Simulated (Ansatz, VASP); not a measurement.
# HfO2: VASP beside Ansatz

File INCAR:

```
  ALGO = Normal
  EDIFF = 1E-6
  ENCUT = 520
  GGA = PS
  ISIF = 2
  ISMEAR = 0
  LASPH = True
  LCHARG = True
  LELF = True
  LREAL = False
  LVHAR = True
  LWAVE = False
  NBANDS = 18
  NELM = 100
  PREC = Accurate
  SIGMA = 0.02
```

Contents of KPOINTS:

```
k-points
0
Gamma
  8 8 8
```

Contents of POSCAR:

```
HfO2
1.0
   -0.0294879750      2.4969384000      2.5233573750
    2.4812353500      0.0118412250      2.4820281750
    2.4321057750      2.4064796250      0.0609708000
Hf O
1 2
Direct
    0.0035601173      0.0032825024     -0.0041544477
    0.2469990225      0.2418846530      0.2489462366
    0.7494428152      0.7548347996      0.7552062561
```

Input for Ansatz:

```yaml
crystal:
  lattice:
    - [-0.029487975, 2.4969384, 2.523357375]
    - [2.48123535, 0.011841225, 2.482028175]
    - [2.432105775, 2.406479625, 0.0609708]
  atoms:
    - { symbol: Hf, position: [0.0035601173, 0.0032825024, -0.0041544477] }
    - { symbol: O, position: [0.2469990225, 0.241884653, 0.2489462366] }
    - { symbol: O, position: [0.7494428152, 0.7548347996, 0.7552062561] }
basis:
  ecutwfc: 420
kpoints:
  mp_grid: { grid: [8, 8, 8] }
hamiltonian:
  xc: pbesol
scf:
  occupations: { method: gaussian, width: 0.02 }
output:
  forces: true
  stress: true
  eigenvalues: true
```

Change from the starting cell: all atoms moved at random, cell strained at random.

Alike in both runs: task single point; functional PBEsol; k mesh 8 × 8 × 8; occupations gaussian, width 0.02 eV; no spin polarisation.

```csv
,VASP,Ansatz
version,VASP 6.6.1,Ansatz 0.2.0
potentials or method,"VASP PAW PBE potentials, release 64 (Hf_pv, O), cutoff 520 eV","scalar-relativistic, plane waves, PAW"
valence electrons in the cell,22,38
```

```csv
,VASP,Ansatz,Ansatz less VASP
gap on the k mesh at the Fermi level (eV),3.82,3.78,-0.043
least direct gap on the mesh (eV),3.84,3.80,-0.043
pressure (GPa),18.6,22.9,+4.26
"traceless stress, the component that is largest in VASP (GPa)",6.97,7.16,+0.192
rms of the force components (eV/Å),0.418,0.425,+0.0074
```

VASP's potentials were made for PBE, not for PBEsol. Atom by atom the forces differ by 0.012 eV/Å (rms over components). VASP's potentials hold 22 valence electrons a cell and Ansatz's 38, so a difference there can come from the potentials and not from the codes.

Neither program's run includes spin-orbit coupling.
